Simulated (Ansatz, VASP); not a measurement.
# One calculation of WC, two programs

```
W C
1.0
     2.92177    0.00000    0.00000
    -1.46089    2.53033    0.00000
     0.00000    0.00000    2.84708
W C
1 1
Direct
  0.00000 0.00000 0.00000
  0.66667 0.33333 0.50000
```

Alike in both runs: functional PBE; k mesh 18 × 18 × 14; occupations gaussian, width 0.1 eV; no spin polarisation.

Ansatz relaxed the structure, and its values are those at the end. VASP's run is a single point on that final structure, the one shown.

|  | VASP | Ansatz |
| --- | --- | --- |
| version | VASP 6.6.1 | Ansatz 0.2.0 |
| potentials or method | VASP PAW PBE potentials, release 64 (W_sv, C), cutoff 520 eV | scalar-relativistic, plane waves, PAW |
| valence electrons in the cell | 18 | 18 |

|  | VASP | Ansatz | Ansatz less VASP |
| --- | --- | --- | --- |
| gap on the k mesh at the Fermi level (eV) | none | none | - |
| pressure (GPa) | 1.1 | 0.0 | -1.06 |

A gap of «none» marks a metal or a gap that the smearing closes. With one functional, cell and mesh, what is left measures potentials, basis and numerics.

Neither program's run includes spin-orbit coupling.
